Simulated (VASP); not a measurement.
# Sc (P6_3/mmc) in VASP: further runs, part 2 of 2

VASP 6.6.1.

**4. Single point, BLYP**

This run uses another cell than the first one, of 25.05 Å³/atom.

Input file INCAR:

```
SYSTEM = Sc
AGGAC = 1.0
AGGAX = 1.0
ALDAC = 0.0
ALDAX = 1.0
ALGO = Normal
EDIFF = 1E-6
ENCUT = 520
GGA = B5
ISIF = 2
ISMEAR = -1
LASPH = .True.
LCHARG = .False.
LREAL = .False.
LWAVE = .False.
NBANDS = 30
NELM = 80
PREC = Accurate
SIGMA = 0.1
```

Input file KPOINTS:

```
k-points
0
Gamma
  14 14 4
  0 0 0
```

Input file POSCAR:

```
Sc
1.0
    3.3110877897      0.0000000000      0.0000000000
   -1.6555438949      2.8674861401      0.0000000000
    0.0000000000      0.0000000000     10.5546161923
Sc
4
Direct
    0.0000000000      1.0000000000      1.0000000000
    0.0000000000      1.0000000000      0.5000000000
    0.3333333333      0.6666666667      0.2500000000
    0.6666666667      0.3333333333      0.7500000000
```

Potentials or basis: VASP PAW PBE potentials, release 64 (Sc_sv).

Started as:

```console
$ cat potpaw_PBE.64/Sc_sv/POTCAR > POTCAR
$ mpirun -np 1 vasp_std > vasp.out
```

OUTCAR:

```text
SYSTEM = Sc
   EDIFF = 1E-6
   ENCUT = 520
   GGA = B5
   ISIF = 2
   ISMEAR = -1
   LASPH = .True.
   LREAL = .False.
   NELM = 80
   PREC = Accurate

 ion  position               nearest neighbor table
   1  0.000  0.000  0.000-   3 3.26   4 3.26   4 3.26   3 3.26   4 3.26   3 3.26
   2  0.000  0.000  0.500-   3 3.26   4 3.26   4 3.26   3 3.26   4 3.26   3 3.26
   3  0.333  0.667  0.250-   1 3.26   2 3.26   1 3.26   2 3.26   1 3.26   2 3.26
   4  0.667  0.333  0.750-   1 3.26   2 3.26   1 3.26   2 3.26   1 3.26   2 3.26

  LATTYP: Found a hexagonal cell.
 ALAT       =     3.3110877897
 C/A-ratio  =     3.1876582147

  Lattice vectors:

 A1 = (   3.3110877897,   0.0000000000,   0.0000000000)
 A2 = (  -1.6555438949,   2.8674861401,   0.0000000000)
 A3 = (   0.0000000000,   0.0000000000,  10.5546161923)

Analysis of symmetry for initial positions (statically):
=====================================================================
 Subroutine PRICEL returns:
 Original cell was already a primitive cell.

 Routine SETGRP: Setting up the symmetry group for a
 hexagonal supercell.

 Subroutine GETGRP returns: Found 24 space group operations
 (whereof 12 operations were pure point group operations)
 out of a pool of 24 trial point group operations.

The static configuration has the point symmetry D_3d.
 The point group associated with its full space group is D_6h.

Analysis of symmetry for dynamics (positions and initial velocities):
=====================================================================
 Subroutine PRICEL returns:
 Original cell was already a primitive cell.

 Routine SETGRP: Setting up the symmetry group for a
 hexagonal supercell.

 Subroutine GETGRP returns: Found 24 space group operations
 (whereof 12 operations were pure point group operations)
 out of a pool of 24 trial point group operations.

The dynamic configuration has the point symmetry D_3d.
 The point group associated with its full space group is D_6h.

 Subroutine INISYM returns: Found 24 space group operations
[... 121 lines left out ...]
     AMIX_MAG =   1.60;   BMIX_MAG =  1.00
  volume/ion in A,a.u.               =      25.05       169.06
  Fermi-wavevector in a.u.,A,eV,Ry     =   1.244288  2.351363 21.065255  1.548253
  Thomas-Fermi vector in A             =   2.378561
   LORBIT       =      0    0 simple, 1 ext, 2 COOP (PROOUT), +10 PAW based schemes
   GGA     = B5    functional components
   LHFCALC =     F    Hartree Fock is set to
   AEXX    =    0.0000 exact exchange contribution
   IVDW    =     0    specifies the selected vdW correction
   LEPSILON=     F    determine dielectric tensor
   LRPA    =     F    only Hartree local field effects (RPA)
 non-spin polarized calculation
  energy-cutoff  :      520.00
  volume of cell :      100.21
 maximum number of plane-waves:      2727
 NGX is ok and might be reduce to    28
   NGX = 13   NGY = 13   NGZ = 39

 number of electron      44.0000004 magnetization

 Free energy of the ion-electron system (eV)
  ---------------------------------------------------
  ext. energy  EPLUGINS =         0.00000000
  ---------------------------------------------------
  free energy    TOTEN  =       -21.37746316 eV

  energy without entropy =      -21.12220219  energy(sigma->0) =      -21.24983267

 E-fermi :   4.0530     XC(G=0):  -9.3266

 val. band max:        4.0495320455   @ k =   0.2857   0.2857   0.2500
 cond. band min:       4.0540493504   @ k =   0.1429   0.0714   0.2500
 fundamental gap:      0.0045173049
 Fermi energy:         4.0530088648

 k-point     1 :       0.0000    0.0000    0.0000
  band No.  band energies     occupation
      1     -45.2659      2.00000
      2     -45.2393      2.00000
      3     -45.2300      2.00000
      4     -45.2032      2.00000
      5     -24.2236      2.00000
      6     -24.0427      2.00000
[... 781 lines left out ...]
     29       6.0672      0.00000
     30       6.1689      0.00000

 [... further k-points ...]

------------------------ aborting loop because EDIFF is reached ----------------------------------------

  FORCE on cell =-STRESS in cart. coord.  units (eV):
  Direction    XX          YY          ZZ          XY          YZ          ZX
  --------------------------------------------------------------------------------------
  -------------------------------------------------------------------------------------
  Total       -0.0083307     -0.0083307      0.0082198      0.0000000      0.0000000      0.0000000
  in kB       -0.1331919     -0.1331919      0.1314185      0.0000000      0.0000000      0.0000000
  external PRESSURE =      -0.0449884 kB  Pullay stress =       0.0000000 kB

 VOLUME and BASIS-vectors are now :
 -----------------------------------------------------------------------------
  energy-cutoff  :      520.00
  volume of cell :      100.21
      direct lattice vectors                 reciprocal lattice vectors
     3.311087790  0.000000000  0.000000000     0.302015550  0.174368759  0.000000000
    -1.655543895  2.867486140  0.000000000     0.000000000  0.348737518  0.000000000
     0.000000000  0.000000000 10.554616192     0.000000000  0.000000000  0.094745274

 POSITION                                       TOTAL-FORCE (eV/Angst)
 -----------------------------------------------------------------------------------
      0.00000      0.00000      0.00000        -0.000000      0.000000      0.000000
      0.00000      0.00000      5.27731        -0.000000      0.000000      0.000000
     -0.00000      1.91166      2.63865         0.000000     -0.000000      0.000000
      1.65554      0.95583      7.91596        -0.000000     -0.000000     -0.000000
 -----------------------------------------------------------------------------------
    total drift:                                0.000000     -0.000000      0.000000

  FREE ENERGIE OF THE ION-ELECTRON SYSTEM (eV)
  ---------------------------------------------------
  free  energy   TOTEN  =       -21.3774631555 eV

  energy  without entropy=      -21.1222021851  energy(sigma->0) =      -21.24983267
```

OSZICAR:

```text
N       E                     dE             d eps       ncg     rms          rms(c)
DAV:   1     0.839104269209E+03    0.83910E+03   -0.19436E+04  4320   0.155E+03
DAV:   2     0.361042604349E+02   -0.80300E+03   -0.79010E+03  5992   0.708E+02
DAV:   3    -0.211884436956E+02   -0.57293E+02   -0.54663E+02  7194   0.240E+02
DAV:   4    -0.236582584994E+02   -0.24698E+01   -0.23416E+01  7120   0.446E+01
DAV:   5    -0.237320115561E+02   -0.73753E-01   -0.72686E-01  7176   0.863E+00    0.101E+01
DAV:   6    -0.216206243852E+02    0.21114E+01   -0.51171E+00  5454   0.209E+01    0.287E+00
DAV:   7    -0.213970703482E+02    0.22355E+00   -0.94530E-01  5832   0.851E+00    0.110E+00
DAV:   8    -0.213966520611E+02    0.41829E-03   -0.16012E-01  6344   0.411E+00    0.930E-01
DAV:   9    -0.213776552548E+02    0.18997E-01   -0.98521E-02  6316   0.273E+00    0.211E-01
DAV:  10    -0.213772723863E+02    0.38287E-03   -0.80017E-03  6114   0.861E-01    0.483E-02
DAV:  11    -0.213774486762E+02   -0.17629E-03   -0.55025E-04  7426   0.218E-01    0.294E-02
DAV:  12    -0.213774605283E+02   -0.11852E-04   -0.10565E-04  6338   0.113E-01    0.746E-03
DAV:  13    -0.213774631669E+02   -0.26386E-05   -0.76841E-06  5672   0.271E-02    0.246E-03
DAV:  14    -0.213774631555E+02    0.11446E-07   -0.91489E-07  3700   0.138E-02
   1 F= -.21377463E+02 E0= -.21249833E+02  d E =-.255261E+00
```

It took 1.8 min on 1 thread of Intel Xeon 6975P-C (Granite Rapids), shared host; peak memory 0.33 GiB.

What came out:

| Quantity | Value |
| --- | --- |
| Free energy | -21.3775 eV |
| Pressure | 0.0 GPa |
| Band gap on the k mesh | zero (bands 22 and 23 overlap by 1.07 eV) |

Caveat: the PAW data sets were made with another functional, which shifts forces and pressure a little.

**5. Relaxation of cell and atoms, BLYP**

This run uses another cell than the first one, of 25.00 Å³/atom.

Input file INCAR:

```
SYSTEM = Sc
AGGAC = 1.0
AGGAX = 1.0
ALDAC = 0.0
ALDAX = 1.0
ALGO = Normal
EDIFF = 1E-7
EDIFFG = -0.01
ENCUT = 600
GGA = B5
IBRION = 2
ISIF = 3
ISMEAR = -1
LASPH = .TRUE.
LCHARG = .FALSE.
LREAL = .FALSE.
LWAVE = .FALSE.
NELM = 60
NSW = 80
PREC = Accurate
SIGMA = 0.1
```

Input file KPOINTS:

```
k-points
0
G
  11 11 3
  0 0 0
```

Input file POSCAR:

```
Sc
1.0
    3.2821872170      0.0000000000      0.0000000000
   -1.6410936085      2.8424575099      0.0000000000
    0.0000000000      0.0000000000     10.7196234508
Sc
4
Direct
    0.0000000000      0.0000000000      0.0000000000
    0.0000000000      0.0000000000      0.5000000000
    0.3333333333      0.6666666667      0.2500000000
    0.6666666667      0.3333333333      0.7500000000
```

Started as:

```console
$ cat potpaw_PBE.64/Sc_sv/POTCAR > POTCAR
$ mpirun -np 1 vasp_std > vasp.out
```

Wall time 5.7 min (1 thread of Intel Xeon 6975P-C (Granite Rapids), shared host); peak memory 0.31 GiB.

Results (log left out):

* Free energy: -21.3760 eV
* Relaxed volume: 25.08 Å³/atom
* Relaxed cell: a = 3.312 Å, b = 3.312 Å, c = 10.561 Å, α = 90.00°, β = 90.00°, γ = 120.00°
* Space group after relaxing (to 0.1 Å): P6_3/mmc (No. 194)
* Energy gained by relaxing: 1.9 meV/atom
* Ionic steps: 6
* Pressure after relaxing: 0.0 GPa
* Band gap on the k mesh: zero (bands 22 and 23 overlap by 1.01 eV)

The path:
| step | energy change (eV) | largest force (eV/Å) | pressure (GPa) | volume (Å³) |
| --- | --- | --- | --- | --- |
| 1 | 0.0000 | 0.0000 | 0.14 | 100.01 |
| 2 | -0.0052 | 0.0000 | -0.02 | 100.31 |
| 3 | -0.0072 | 0.0000 | -0.15 | 100.59 |
| 4 | -0.0072 | 0.0000 | -0.17 | 100.63 |
| 5 | -0.0074 | 0.0000 | 0.06 | 100.18 |
| 6 | -0.0074 | 0.0000 | -0.01 | 100.32 |

Final structure:
```
Sc
1.0
     3.31181    0.00000    0.00000
    -1.65591    2.86812    0.00000
     0.00000    0.00000   10.56111
Sc
4
Direct
  0.00000 0.00000 0.00000
  0.00000 0.00000 0.50000
  0.33333 0.66667 0.25000
  0.66667 0.33333 0.75000
```

Levels at points of the mesh, in eV from the Fermi level:
| k point | band 20 | band 21 | band 22 | band 23 | band 24 | band 25 |
| --- | --- | --- | --- | --- | --- | --- |
| (0.00, 0.00, 0.00) | -1.66 | 0.54 | 0.77 | 0.82 | 1.35 | 1.35 |

Caveat: the PAW data sets were made with another functional, which shifts forces and pressure a little.

**6. Summary**

```csv
task,cell,k mesh,cutoff (eV),gap on the mesh (eV),pressure (GPa)
single point,"a = 3.397, b = 3.397, c = 10.829 Å, angles 90.0, 90.0, 120.0°, 4 atoms",12 × 12 × 4,520,none,-3.4
single point,"a = 3.439, b = 3.439, c = 10.961 Å, angles 90.0, 90.0, 120.0°, 4 atoms",12 × 12 × 4,520,none,-4.6
single point,"a = 3.311, b = 3.311, c = 10.555 Å, angles 90.0, 90.0, 120.0°, 4 atoms",14 × 14 × 4,520,none,0.0
relaxation of cell and atoms,"relaxed from a = 3.282, b = 3.282, c = 10.720 Å, angles 90.0, 90.0, 120.0°, 4 atoms",11 × 11 × 3,600,none,0.0
```

Alike in all rows: level BLYP; potentials or basis VASP PAW PBE potentials, release 64 (Sc_sv); no spin polarisation; smearing fermi-dirac 0.1 eV.

Caveats: the PAW data sets were made with another functional, which shifts forces and pressure a little; the cell stands under tension (at least some runs).

Absolute energies hang on the potentials; compare differences alone.
